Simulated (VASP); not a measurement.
# BaTiO3 (Pm-3m) in VASP: further runs

BaTiO3 is run at these levels: PBE; tasks: single point, relaxation of cell and atoms.

All numbers are computed with VASP 6.6.1; they aren't measurements. Logs are shortened: lines on timing, memory, paths and dates and some standing lists are left out, and cuts for length are marked.

## (1) The cell of the first run

The structure is cubic, space group Pm-3m (No. 221). The conventional cell has a = 4.036 Å, b = 4.036 Å, c = 4.036 Å, α = 90.00°, β = 90.00°, γ = 90.00°. Within 3.8 Å of Ba (site symmetry m-3m) lie 12 O at 2.85 Å and 8 Ti at 3.50 Å. Within 2.7 Å of Ti (site symmetry m-3m) lie 6 O at 2.02 Å. Within 2.7 Å of O (site symmetry 4/mmm) lie 2 Ti at 2.02 Å.

## (2) Single point, PBE

The input, INCAR:

```
SYSTEM = BaTiO3
ALGO = Normal
EDIFF = 1E-7
ENCUT = 520
GGA = PE
ISIF = 2
ISMEAR = -1
LASPH = .True.
LCHARG = .True.
LELF = .True.
LREAL = .False.
LVHAR = .True.
LWAVE = .False.
NBANDS = 28
NELM = 100
PREC = Accurate
SIGMA = 0.01
```

The input, KPOINTS:

```
k-points
0
Gamma
  6 6 6
  0 0 0
```

The input, POSCAR:

```
BaTiO3
1.0
    4.0364010697      0.0000000000      0.0000000000
    0.0000000000      4.0364010697      0.0000000000
    0.0000000000      0.0000000000      4.0364010697
Ba Ti O
1 1 3
Direct
    0.5000000000      0.5000000000      0.5000000000
    0.0000000000      0.0000000000      0.0000000000
    0.5000000000      0.0000000000      0.0000000000
    0.0000000000      0.5000000000      0.0000000000
    0.0000000000      0.0000000000      0.5000000000
```

Potentials or basis: VASP PAW PBE potentials, release 64 (Ba_sv, Ti_sv, O).

On the command line:

```
cat potpaw_PBE.64/Ba_sv/POTCAR potpaw_PBE.64/Ti_sv/POTCAR potpaw_PBE.64/O/POTCAR > POTCAR
mpirun -np 1 vasp_std > vasp.out
```

OUTCAR:

```text
SYSTEM = BaTiO3
   EDIFF = 1E-7
   ENCUT = 520
   GGA = PE
   ISIF = 2
   ISMEAR = -1
   LASPH = .True.
   LREAL = .False.
   NELM = 100
   PREC = Accurate

 ion  position               nearest neighbor table
   1  0.500  0.500  0.500-   3 2.85   4 2.85   5 2.85   3 2.85   4 2.85   3 2.85   5 2.85   3 2.85
                             4 2.85   5 2.85   4 2.85   5 2.85   2 3.50   2 3.50   2 3.50   2 3.50
   2  0.000  0.000  0.000-   3 2.02   4 2.02   5 2.02   5 2.02   4 2.02   3 2.02   1 3.50   1 3.50
                             1 3.50   1 3.50   1 3.50   1 3.50   1 3.50   1 3.50
   3  0.500  0.000  0.000-   2 2.02   2 2.02   1 2.85   1 2.85   1 2.85   1 2.85
   4  0.000  0.500  0.000-   2 2.02   2 2.02   1 2.85   1 2.85   1 2.85   1 2.85
   5  0.000  0.000  0.500-   2 2.02   2 2.02   1 2.85   1 2.85   1 2.85   1 2.85

  LATTYP: Found a simple cubic cell.
 ALAT       =     4.0364010697

  Lattice vectors:

 A1 = (   4.0364010697,   0.0000000000,   0.0000000000)
 A2 = (   0.0000000000,   4.0364010697,   0.0000000000)
 A3 = (   0.0000000000,   0.0000000000,   4.0364010697)

Analysis of symmetry for initial positions (statically):
=====================================================================
 Subroutine PRICEL returns:
 Original cell was already a primitive cell.

 Routine SETGRP: Setting up the symmetry group for a
 simple cubic supercell.

 Subroutine GETGRP returns: Found 48 space group operations
 (whereof 48 operations were pure point group operations)
 out of a pool of 48 trial point group operations.

The static configuration has the point symmetry O_h .

Analysis of symmetry for dynamics (positions and initial velocities):
=====================================================================
 Subroutine PRICEL returns:
 Original cell was already a primitive cell.

 Routine SETGRP: Setting up the symmetry group for a
 simple cubic supercell.

 Subroutine GETGRP returns: Found 48 space group operations
 (whereof 48 operations were pure point group operations)
 out of a pool of 48 trial point group operations.

The dynamic configuration has the point symmetry O_h .

 Subroutine INISYM returns: Found 48 space group operations
 (whereof 48 operations are pure point group operations),
 and found     1 'primitive' translations

----------------------------------------------------------------------------------------

                                     Primitive cell

[... 90 lines left out ...]
   NELM   =    100;   NELMIN=  2; NELMDL= -5     # of ELM steps
   EDIFF  = 0.1E-06   stopping-criterion for ELM
   LREAL  =      F    real-space projection
   EDIFFG = 0.1E-05   stopping-criterion for IOM
   NSW    =      0    number of steps for IOM
   IBRION =     -1    ionic relax: 0-MD 1-quasi-New 2-CG
   NFREE  =      0    steps in history (QN), initial steepest desc. (CG)
   ISIF   =      2    stress and relaxation
   ISYM   =      2    0-nonsym 1-usesym 2-fastsym
   POTIM  = 0.5000    time-step for ionic-motion
   TEBEG  =    0.0;   TEEND  =   0.0 temperature during run
   PSTRESS=    0.0 pullay stress
   NELECT =      40.0000    total number of electrons
   NUPDOWN=      -1.0000    fix difference up-down
   EMIN   =  10.00;   EMAX   =-10.00  energy-range for DOS
   EFERMI =   0.00;   METHOD = LEGACY
   ISMEAR =    -1;   SIGMA  =   0.01  broadening in eV -4-tet -1-fermi 0-gaus
   EFERMI_NEDOS =   21; number of points for ismear=-14 and -15
   IALGO  =     38    algorithm
   IMIX   =      4    mixing-type and parameters
     AMIX     =   0.40;   BMIX     =  1.00
     AMIX_MAG =   1.60;   BMIX_MAG =  1.00
  volume/ion in A,a.u.               =      13.15        88.76
  Fermi-wavevector in a.u.,A,eV,Ry     =   1.387077  2.621195 26.177366  1.923982
  Thomas-Fermi vector in A             =   2.511332
   LORBIT       =      0    0 simple, 1 ext, 2 COOP (PROOUT), +10 PAW based schemes
   GGA     = PE    functional components
   LHFCALC =     F    Hartree Fock is set to
   AEXX    =    0.0000 exact exchange contribution
   IVDW    =     0    specifies the selected vdW correction
   LEPSILON=     F    determine dielectric tensor
   LRPA    =     F    only Hartree local field effects (RPA)
 non-spin polarized calculation
  energy-cutoff  :      520.00
  volume of cell :       65.76
 maximum number of plane-waves:      1800
   NGX = 15   NGY = 15   NGZ = 15

 number of electron      39.9999977 magnetization

 Free energy of the ion-electron system (eV)
  ---------------------------------------------------
  ext. energy  EPLUGINS =         0.00000000
  ---------------------------------------------------
  free energy    TOTEN  =       -39.98537720 eV

  energy without entropy =      -39.98537720  energy(sigma->0) =      -39.98537720

 E-fermi :   4.0082     XC(G=0): -11.1272

 val. band max:        3.6410185839   @ k =   0.5000   0.5000   0.5000
 cond. band min:       5.3339283407   @ k =   0.0000   0.0000   0.0000
 fundamental gap:      1.6929097568
 Fermi energy:         4.0081945479

 k-point     1 :       0.0000    0.0000    0.0000
  band No.  band energies     occupation
      1     -53.1040      2.00000
      2     -29.3016      2.00000
      3     -29.3016      2.00000
      4     -29.3016      2.00000
      5     -21.2338      2.00000
      6     -13.1935      2.00000
[... 609 lines left out ...]
     27      11.0395      0.00000
     28      11.0395      0.00000

------------------------ aborting loop because EDIFF is reached ----------------------------------------

  FORCE on cell =-STRESS in cart. coord.  units (eV):
  Direction    XX          YY          ZZ          XY          YZ          ZX
  --------------------------------------------------------------------------------------
  -------------------------------------------------------------------------------------
  Total       -0.1593325     -0.1593325     -0.1593325      0.0000000      0.0000000      0.0000000
  in kB       -3.8817890     -3.8817890     -3.8817890      0.0000000      0.0000000      0.0000000
  external PRESSURE =      -3.8817890 kB  Pullay stress =       0.0000000 kB

 VOLUME and BASIS-vectors are now :
 -----------------------------------------------------------------------------
  energy-cutoff  :      520.00
  volume of cell :       65.76
      direct lattice vectors                 reciprocal lattice vectors
     4.036401070  0.000000000  0.000000000     0.247745450  0.000000000  0.000000000
     0.000000000  4.036401070  0.000000000     0.000000000  0.247745450  0.000000000
     0.000000000  0.000000000  4.036401070     0.000000000  0.000000000  0.247745450

 POSITION                                       TOTAL-FORCE (eV/Angst)
 -----------------------------------------------------------------------------------
      2.01820      2.01820      2.01820         0.000000      0.000000      0.000000
      0.00000      0.00000      0.00000         0.000000      0.000000      0.000000
      2.01820      0.00000      0.00000         0.000000      0.000000      0.000000
      0.00000      2.01820      0.00000         0.000000      0.000000      0.000000
      0.00000      0.00000      2.01820         0.000000      0.000000      0.000000
 -----------------------------------------------------------------------------------
    total drift:                                0.000000     -0.000000      0.000000

  FREE ENERGIE OF THE ION-ELECTRON SYSTEM (eV)
  ---------------------------------------------------
  free  energy   TOTEN  =       -39.9853771969 eV

  energy  without entropy=      -39.9853771969  energy(sigma->0) =      -39.98537720
```

OSZICAR:

```text
N       E                     dE             d eps       ncg     rms          rms(c)
DAV:   1     0.420377512267E+03    0.42038E+03   -0.20230E+04  1120   0.152E+03
DAV:   2    -0.818384513614E+01   -0.42856E+03   -0.40814E+03  1288   0.410E+02
DAV:   3    -0.492587827659E+02   -0.41075E+02   -0.40713E+02  1332   0.132E+02
DAV:   4    -0.510679391731E+02   -0.18092E+01   -0.18051E+01  1764   0.252E+01
DAV:   5    -0.511091769125E+02   -0.41238E-01   -0.41227E-01  1372   0.328E+00    0.224E+01
DAV:   6    -0.402403515750E+02    0.10869E+02   -0.57277E+01  1560   0.648E+01    0.983E+00
DAV:   7    -0.401708356780E+02    0.69516E-01   -0.10243E+01  1472   0.231E+01    0.640E+00
DAV:   8    -0.399930929740E+02    0.17774E+00   -0.59748E-01  1332   0.645E+00    0.360E+00
DAV:   9    -0.400205724563E+02   -0.27479E-01   -0.45008E-01  1564   0.580E+00    0.173E+00
DAV:  10    -0.399913339506E+02    0.29239E-01   -0.20658E-01  1324   0.446E+00    0.622E-01
DAV:  11    -0.399855707784E+02    0.57632E-02   -0.28315E-02  1432   0.105E+00    0.212E-01
DAV:  12    -0.399856840837E+02   -0.11331E-03   -0.38133E-03  1340   0.583E-01    0.144E-01
DAV:  13    -0.399853806462E+02    0.30344E-03   -0.93317E-04  1344   0.315E-01    0.333E-02
DAV:  14    -0.399853761536E+02    0.44926E-05   -0.43094E-05  1528   0.481E-02    0.994E-03
DAV:  15    -0.399853774618E+02   -0.13082E-05   -0.53618E-06  1368   0.172E-02    0.527E-03
DAV:  16    -0.399853772306E+02    0.23122E-06   -0.27489E-06  1380   0.163E-02    0.269E-03
DAV:  17    -0.399853771969E+02    0.33656E-07   -0.12759E-07   972   0.279E-03
   1 F= -.39985377E+02 E0= -.39985377E+02  d E =-.228482E-17
```

stdout:

```text
POSCAR found type information on POSCAR BaTiO
 POSCAR found :  3 types and       5 ions
 scaLAPACK will be used
 LDA part: xc-table for (Slater+PW92), standard interpolation
 POSCAR, INCAR and KPOINTS ok, starting setup
 FFT: planning ... GRIDC
 FFT: planning ... GRID_SOFT
 FFT: planning ... GRID
 WAVECAR not read
 entering main loop
```

Wall time 78 s (1 thread of Intel Xeon 8259CL, shared host); peak memory 0.19 GiB.

What came out:

| Quantity | Value |
| --- | --- |
| Free energy | -39.9854 eV |
| Pressure | -0.4 GPa |
| Band gap on the k mesh | 1.69 eV (least direct gap 1.86 eV) |

Caveat: spin-orbit coupling is left out, which moves the levels of the heavy elements.

(Part 1 of 2 ends here.)
